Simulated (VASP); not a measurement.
# Sr (I4/mmm) in VASP: further runs

Runs on Sr. Level: PBE. Tasks: single point.

Program: VASP 6.6.1. These are calculated values, not measurements. Logs are shortened: lines on timing, memory, paths and dates and some standing lists are left out, and cuts for length are marked.

### 1 The cell of the first run

It takes space group I4/mmm (No. 139, tetragonal). The conventional cell has a = 4.087 Å, b = 4.087 Å, c = 6.389 Å, α = 90.00°, β = 90.00°, γ = 90.00°. Sr (site symmetry 4/mmm) has 12 Sr at 4.09 to 4.31 Å within 5.4 Å.

### 2 Single point, PBE (strain -0.050 along x and y, +0.050 along z)

INCAR

```
SYSTEM = Sr
PREC = Accurate
ENCUT = 520
EDIFF = 1E-7
ISMEAR = 0
SIGMA = 0.15
LREAL = .False.
LASPH = .True.
NELM = 80
ALGO = Fast
ISIF = 2
LWAVE = .False.
LCHARG = .False.
GGA = PE
NBANDS = 11
```

KPOINTS

```
regular mesh
0
Gamma
  14 14 14
  0 0 0
```

POSCAR

```
Sr
1.0
    0.0000000000      2.8902325000      3.1944675000
    2.8902325000      0.0000000000      3.1944675000
    2.8902325000      2.8902325000      0.0000000000
Sr
1
Direct
    0.0000000000      0.0000000000      0.0000000000
```

Potentials or basis: VASP PAW PBE potentials, release 64 (Sr_sv).

Launch:

```bash
cat potpaw_PBE.64/Sr_sv/POTCAR > POTCAR
mpirun -np 1 vasp_std > vasp.out
```

OUTCAR:

```text
SYSTEM = Sr
   PREC = Accurate
   ENCUT = 520
   EDIFF = 1E-7
   ISMEAR = 0
   LREAL = .False.
   LASPH = .True.
   NELM = 80
   ISIF = 2
   GGA = PE

 ion  position               nearest neighbor table
   1  0.000  0.000  0.000-

  LATTYP: Found a body centered tetragonal cell.
 ALAT       =     4.0874059999
 C/A-ratio  =     1.5630781479

  Lattice vectors:

 A1 = (  -2.8902325000,   0.0000000000,   3.1944675000)
 A2 = (   2.8902325000,   0.0000000000,   3.1944675000)
 A3 = (   0.0000000000,   2.8902325000,  -3.1944675000)

Analysis of symmetry for initial positions (statically):
=====================================================================
 Subroutine PRICEL returns:
 Original cell was already a primitive cell.

 Routine SETGRP: Setting up the symmetry group for a
 body centered tetragonal supercell.

 Subroutine GETGRP returns: Found 16 space group operations
 (whereof 16 operations were pure point group operations)
 out of a pool of 16 trial point group operations.

The static configuration has the point symmetry D_4h.

Analysis of symmetry for dynamics (positions and initial velocities):
=====================================================================
 Subroutine PRICEL returns:
 Original cell was already a primitive cell.

 Routine SETGRP: Setting up the symmetry group for a
 body centered tetragonal supercell.

 Subroutine GETGRP returns: Found 16 space group operations
 (whereof 16 operations were pure point group operations)
 out of a pool of 16 trial point group operations.

The dynamic configuration has the point symmetry D_4h.

 Subroutine INISYM returns: Found 16 space group operations
 (whereof 16 operations are pure point group operations),
 and found     1 'primitive' translations

----------------------------------------------------------------------------------------

                                     Primitive cell

  volume of cell :      53.3696

  direct lattice vectors                    reciprocal lattice vectors
     0.000000000  2.890232500  3.194467500    -0.172996463  0.172996463  0.156520609
     2.890232500  0.000000000  3.194467500     0.172996463 -0.172996463  0.156520609
     2.890232500  2.890232500  0.000000000     0.172996463  0.172996463 -0.156520609

  length of vectors
     4.307907440  4.307907440  4.087406000     0.290438038  0.290438038  0.290438038

  position of ions in fractional coordinates (direct lattice)
     0.000000000  0.000000000  0.000000000

  ion indices of the primitive-cell ions
   primitive index   ion index
                 1           1

----------------------------------------------------------------------------------------

 KPOINTS: regular mesh

Automatic generation of k-mesh.
 Grid dimensions read from file:
 generate k-points for:   14   14   14

 Generating k-lattice:

  Cartesian coordinates                     Fractional coordinates (reciprocal lattice)
    -0.012356890  0.012356890  0.011180044     0.071428571  0.000000000  0.000000000
     0.012356890 -0.012356890  0.011180044     0.000000000  0.071428571  0.000000000
     0.012356890  0.012356890 -0.011180044     0.000000000  0.000000000  0.071428571

  Length of vectors
     0.020745574  0.020745574  0.020745574

  Shift w.r.t. Gamma in fractional coordinates (k-lattice)
     0.000000000  0.000000000  0.000000000

 Subroutine IBZKPT returns following result:
 ===========================================

 Found    244 irreducible k-points:

 Following reciprocal coordinates:
            Coordinates               Weight
  0.000000  0.000000  0.000000      1.000000
  0.071429 -0.000000  0.000000      8.000000
  0.142857 -0.000000  0.000000      8.000000
  0.214286 -0.000000  0.000000      8.000000
  0.285714 -0.000000  0.000000      8.000000
  0.357143 -0.000000  0.000000      8.000000
[... 16 lines left out ...]
  0.214286  0.142857  0.000000      8.000000
  0.285714  0.142857  0.000000      8.000000
 [... further k-points ...]
   k-points           NKPTS =    244   k-points in BZ     NKDIM =    244   number of bands    NBANDS=     11
   number of dos      NEDOS =    301   number of ions     NIONS =      1
   total plane-waves  NPLWV =  30720
   dimension x,y,z NGX =    32 NGY =   32 NGZ =   30
   dimension x,y,z NGXF=    64 NGYF=   64 NGZF=   60
   ions per type =               1
   NGX,Y,Z   is equivalent  to a cutoff of  12.35, 12.35, 12.20 a.u.
   NGXF,Y,Z  is equivalent  to a cutoff of  24.70, 24.70, 24.40 a.u.
 SYSTEM =  Sr
   PREC   = accura    normal or accurate (medium, high low for compatibility)
   ISTART =      0    job   : 0-new  1-cont  2-samecut
   ICHARG =      2    charge: 1-file 2-atom 10-const
   ISPIN  =      1    spin polarized calculation?
   LNONCOLLINEAR =      F non collinear calculations
   LSORBIT =      F    spin-orbit coupling
   LASPH  =      T    aspherical Exc in radial PAW
   ENCUT  =  520.0 eV  38.22 Ry    6.18 a.u.   8.01  8.01  7.60*2*pi/ulx,y,z
   NELM   =     80;   NELMIN=  2; NELMDL= -5     # of ELM steps
   EDIFF  = 0.1E-06   stopping-criterion for ELM
   LREAL  =      F    real-space projection
   EDIFFG = 0.1E-05   stopping-criterion for IOM
   NSW    =      0    number of steps for IOM
   IBRION =     -1    ionic relax: 0-MD 1-quasi-New 2-CG
   NFREE  =      0    steps in history (QN), initial steepest desc. (CG)
   ISIF   =      2    stress and relaxation
   ISYM   =      2    0-nonsym 1-usesym 2-fastsym
   POTIM  = 0.5000    time-step for ionic-motion
   TEBEG  =    0.0;   TEEND  =   0.0 temperature during run
   PSTRESS=    0.0 pullay stress
   NELECT =      10.0000    total number of electrons
   NUPDOWN=      -1.0000    fix difference up-down
   EMIN   =  10.00;   EMAX   =-10.00  energy-range for DOS
   EFERMI =   0.00;   METHOD = LEGACY
   ISMEAR =     0;   SIGMA  =   0.15  broadening in eV -4-tet -1-fermi 0-gaus
   EFERMI_NEDOS =   21; number of points for ismear=-14 and -15
   IALGO  =     68    algorithm
   IMIX   =      4    mixing-type and parameters
     AMIX     =   0.40;   BMIX     =  1.00
     AMIX_MAG =   1.60;   BMIX_MAG =  1.00
  volume/ion in A,a.u.               =      53.37       360.16
  Fermi-wavevector in a.u.,A,eV,Ry     =   0.936793  1.770281 11.940208  0.877581
  Thomas-Fermi vector in A             =   2.063838
   LORBIT       =      0    0 simple, 1 ext, 2 COOP (PROOUT), +10 PAW based schemes
   GGA     = PE    functional components
   LHFCALC =     F    Hartree Fock is set to
   AEXX    =    0.0000 exact exchange contribution
   IVDW    =     0    specifies the selected vdW correction
   LEPSILON=     F    determine dielectric tensor
   LRPA    =     F    only Hartree local field effects (RPA)
 non-spin polarized calculation
 RMM-DIIS sequential band-by-band and
 Gauss-broadening in eV      SIGMA  =   0.15
  energy-cutoff  :      520.00
  volume of cell :       53.37
 maximum number of plane-waves:      1457
   NGX = 15   NGY = 15   NGZ = 15

 number of electron      10.0000000 magnetization

 Free energy of the ion-electron system (eV)
  ---------------------------------------------------
  ext. energy  EPLUGINS =         0.00000000
  ---------------------------------------------------
  free energy    TOTEN  =        -1.63574411 eV

  energy without entropy =       -1.62192593  energy(sigma->0) =       -1.62883502

 E-fermi :   1.6946     XC(G=0):  -7.4410

 val. band max:        1.6788373389   @ k =  -0.3571   0.1429   0.2857
 cond. band min:       1.7024480874   @ k =  -0.4286   0.0000   0.2857
 fundamental gap:      0.0236107485
 Fermi energy:         1.6945548794

 k-point     1 :       0.0000    0.0000    0.0000
  band No.  band energies     occupation
      1     -34.8801      2.00000
      2     -16.7696      2.00000
      3     -16.7567      2.00000
      4     -16.7567      2.00000
      5      -2.0010      2.00000
      6       3.7223      0.00000
      7       4.2861      0.00000
      8       4.2861      0.00000
      9       5.0506      0.00000
     10       5.9983      0.00000
     11       8.9625      0.00000

 k-point     2 :       0.0714   -0.0000    0.0000
  band No.  band energies     occupation
      1     -34.8793      2.00000
      2     -16.7751      2.00000
      3     -16.7647      2.00000
      4     -16.7575      2.00000
      5      -1.9158      2.00000
      6       3.7146      0.00000
      7       4.1879      0.00000
      8       4.3301      0.00000
      9       5.0212      0.00000
     10       5.9202      0.00000
     11       9.1854      0.00000

 k-point     3 :       0.1429   -0.0000    0.0000
  band No.  band energies     occupation
      1     -34.8770      2.00000
      2     -16.8035      2.00000
      3     -16.7741      2.00000
      4     -16.7594      2.00000
      5      -1.6666      2.00000
      6       3.5612      0.00000
      7       4.0491      0.00000
      8       4.4412      0.00000
      9       5.0113      0.00000
     10       5.7477      0.00000
     11       9.5703      0.00000

 k-point     4 :       0.2143   -0.0000    0.0000
  band No.  band energies     occupation
      1     -34.8736      2.00000
      2     -16.8485      2.00000
      3     -16.7831      2.00000
      4     -16.7623      2.00000
      5      -1.2724      2.00000
      6       3.1888      0.00000
      7       3.9701      0.00000
      8       4.5383      0.00000
      9       5.1714      0.00000
     10       5.6388      0.00000
     11       9.0023      0.00000
[... 239 lines left out ...]
 k-point    22 :       0.1429    0.1429    0.0000
  band No.  band energies     occupation
      1     -34.8770      2.00000
      2     -16.8067      2.00000
      3     -16.7673      2.00000
      4     -16.7673      2.00000
      5      -1.6132      2.00000
      6       3.3137      0.00000
      7       4.3361      0.00000
      8       4.5323      0.00000
      9       4.5323      0.00000
     10       6.1214      0.00000
     11       9.8581      0.00000

 k-point    23 :       0.2143    0.1429    0.0000
  band No.  band energies     occupation
      1     -34.8749      2.00000
      2     -16.8299      2.00000
      3     -16.7764      2.00000
      4     -16.7722      2.00000
      5      -1.3479      2.00000
      6       3.1303      0.00000
      7       3.9694      0.00000
      8       4.6659      0.00000
      9       4.7397      0.00000
     10       6.1394      0.00000
     11      10.1856      0.00000

 k-point    24 :       0.2857    0.1429    0.0000
  band No.  band energies     occupation
      1     -34.8719      2.00000
      2     -16.8628      2.00000
      3     -16.7912      2.00000
      4     -16.7765      2.00000
      5      -0.9448      2.00000
      6       2.9072      0.00000
      7       3.6145      0.00000
      8       4.7543      0.00000
      9       5.0586      0.00000
     10       6.1705      0.00000
     11       9.3784      0.00000

 [... further k-points ...]
[... 5 lines left out ...]
  --------------------------------------------------------------------------------------
  -------------------------------------------------------------------------------------
  Total        0.1995451      0.1995451     -0.0736551      0.0000000     -0.0000000     -0.0000000
  in kB        5.9904244      5.9904244     -2.2111560      0.0000000     -0.0000000     -0.0000000
  external PRESSURE =       3.2565643 kB  Pullay stress =       0.0000000 kB

 VOLUME and BASIS-vectors are now :
 -----------------------------------------------------------------------------
  energy-cutoff  :      520.00
  volume of cell :       53.37
      direct lattice vectors                 reciprocal lattice vectors
     0.000000000  2.890232500  3.194467500    -0.172996463  0.172996463  0.156520609
     2.890232500  0.000000000  3.194467500     0.172996463 -0.172996463  0.156520609
     2.890232500  2.890232500  0.000000000     0.172996463  0.172996463 -0.156520609

 POSITION                                       TOTAL-FORCE (eV/Angst)
 -----------------------------------------------------------------------------------
      0.00000      0.00000      0.00000         0.000000     -0.000000      0.000000
 -----------------------------------------------------------------------------------
    total drift:                               -0.000000     -0.000000      0.000000

  FREE ENERGIE OF THE ION-ELECTRON SYSTEM (eV)
  ---------------------------------------------------
  free  energy   TOTEN  =        -1.6357441143 eV

  energy  without entropy=       -1.6219259295  energy(sigma->0) =       -1.62883502
```

Wall time 2.3 min (1 thread of Intel Xeon Platinum 8259CL at 2.50GHz (Skylake/Cascade Lake), shared host); peak memory 0.28 GiB.

What came out:

- Free energy: -1.6357 eV
- Pressure: 0.3 GPa
- Band gap on the k mesh: zero (band 5 reaches 1.75 eV, above the bottom of band 6 at 1.68 eV)

Caveat: the cell differs from its parent crystal (strain -0.050 along x and y, +0.050 along z).

### 3 Single point, PBE (strain +0.000 along x and y, -0.050 along z)

INCAR

```
PREC     = Accurate       # precision mode
ENCUT    = 520            # plane-wave cutoff, eV
EDIFF    = 1E-6           # SCF threshold, eV
ISMEAR   = 0              # smearing method
SIGMA    = 0.15           # smearing width, eV
LREAL    = False          # projectors in reciprocal space
LASPH    = True           # aspherical terms in the spheres
NELM     = 80             # most SCF steps
ALGO     = Fast           # electronic algorithm
ISIF     = 2              # what is computed and relaxed
LWAVE    = False          # write WAVECAR
LCHARG   = True           # write CHGCAR
GGA      = PE             # functional
LELF     = True           # ELF
LVHAR    = True         
NBANDS   = 11             # bands
```

KPOINTS

```
Automatic mesh
0
Gamma
  14 14 14
```

POSCAR

```
Sr
1.0
    0.0000000000      3.0423500000      2.8902325000
    3.0423500000      0.0000000000      2.8902325000
    3.0423500000      3.0423500000      0.0000000000
Sr
1
Direct
    0.0000000000      0.0000000000      0.0000000000
```

Potentials or basis: VASP PAW PBE potentials, release 64 (Sr_sv).

Launch:

```bash
cat potpaw_PBE.64/Sr_sv/POTCAR > POTCAR
mpirun -np 1 vasp_std > vasp.out
```

It took 84 s on 1 thread of Intel Xeon Platinum 8259CL at 2.50GHz (Skylake/Cascade Lake), shared host; peak memory 0.28 GiB.

Results (log left out):

- Free energy: -1.6428 eV
- Pressure: 0.3 GPa
- Band gap on the k mesh: zero (band 5 reaches 1.75 eV, above the bottom of band 6 at 1.68 eV)

Stress tensor (GPa, compression positive):
```
0.25 0.00 0.00
0.00 0.25 0.00
0.00 0.00 0.43
```

Levels at points of the mesh, in eV from the Fermi level:
```csv
k point,band 1,band 2,band 3,band 4,band 5,band 6,band 7,band 8,band 9,band 10
"(0.00, 0.00, 0.00)",-36.57,-18.46,-18.46,-18.45,-3.69,2.29,2.29,2.55,3.65,4.07
"(0.50, 0.00, 0.00)",-36.56,-18.67,-18.49,-18.48,-1.13,0.10,2.03,2.39,4.84,5.05
"(0.50, 0.50, 0.00)",-36.55,-18.66,-18.55,-18.55,-0.59,0.23,1.43,4.94,5.17,5.17
"(0.50, 0.00, 0.50)",-36.55,-18.66,-18.54,-18.52,-0.72,0.37,0.97,4.90,5.10,5.41
```

Caveat: the cell differs from its parent crystal (strain +0.000 along x and y, -0.050 along z).

### 4 Single point, PBE (strain -0.025 along x and y, +0.050 along z)

INCAR

```
ALGO = Fast
EDIFF = 1E-7
ENCUT = 520
GGA = PE
ISIF = 2
ISMEAR = 0
LASPH = True
LCHARG = False
LREAL = False
LWAVE = False
NBANDS = 11
NELM = 80
PREC = Accurate
SIGMA = 0.15
```

KPOINTS

```
k-points
0
Gamma
  14 14 14
```

POSCAR

```
Sr
1.0
    0.0000000000      2.9662912500      3.1944675000
    2.9662912500      0.0000000000      3.1944675000
    2.9662912500      2.9662912500      0.0000000000
Sr
1
Direct
    0.0000000000      0.0000000000      0.0000000000
```

Launch:

```bash
cat potpaw_PBE.64/Sr_sv/POTCAR > POTCAR
mpirun -np 1 vasp_std > vasp.out
```

Wall time 1.7 min (1 thread of Intel Xeon Platinum 8259CL at 2.50GHz (Skylake/Cascade Lake), shared host); peak memory 0.29 GiB.

Results (log left out):

```yaml
Free_energy: -1.6402 eV
Pressure: -0.3 GPa
Band_gap_on_the_k_mesh: zero (band 5 reaches 1.59 eV, above the bottom of band 6 at 1.50 eV)
```

Stress tensor (GPa, compression positive):
```
-0.09  0.00  0.00
 0.00 -0.09  0.00
 0.00  0.00 -0.64
```

Levels at points of the mesh, in eV from the Fermi level:
```
           k point  band 1  band 2  band 3  band 4  band 5  band 6  band 7  band 8  band 9  band 10
(0.00, 0.00, 0.00)  -36.66  -18.56  -18.55  -18.55   -3.61    2.08    2.47    2.47    3.40     4.05
(0.50, 0.00, 0.00)  -36.65  -18.74  -18.59  -18.57   -1.10    0.05    1.93    2.41    4.65     4.83
(0.50, 0.50, 0.00)  -36.65  -18.72  -18.60  -18.60   -0.76    0.47    0.62    4.82    5.04     5.04
(0.50, 0.00, 0.50)  -36.65  -18.73  -18.64  -18.62   -0.55    0.33    1.23    4.61    4.81     4.95
```

Caveat: the cell differs from its parent crystal (strain -0.025 along x and y, +0.050 along z).

### 5 The runs side by side

| cell | further INCAR settings | gap on the mesh (eV) | pressure (GPa) |
| --- | --- | --- | --- |
| a = 4.308, b = 4.308, c = 4.087 Å, angles 61.7, 61.7, 56.6°, 1 atom | ALGO = Fast; EDIFF = 1e-07; NBANDS = 11 | none | 0.3 |
| a = 4.196, b = 4.196, c = 4.303 Å, angles 59.2, 59.2, 61.7°, 1 atom | ALGO = Fast; EDIFF = 1e-06; NBANDS = 11 | none | 0.3 |
| a = 4.359, b = 4.359, c = 4.195 Å, angles 61.2, 61.2, 57.5°, 1 atom | ALGO = Fast; EDIFF = 1e-07; NBANDS = 11 | none | -0.3 |

Alike in all rows: task single point; level PBE; potentials or basis VASP PAW PBE potentials, release 64 (Sr_sv); no spin polarisation; k mesh 14 × 14 × 14; cutoff (eV) 520; smearing gaussian 0.15 eV.

Absolute energies hang on the potentials; compare differences alone.
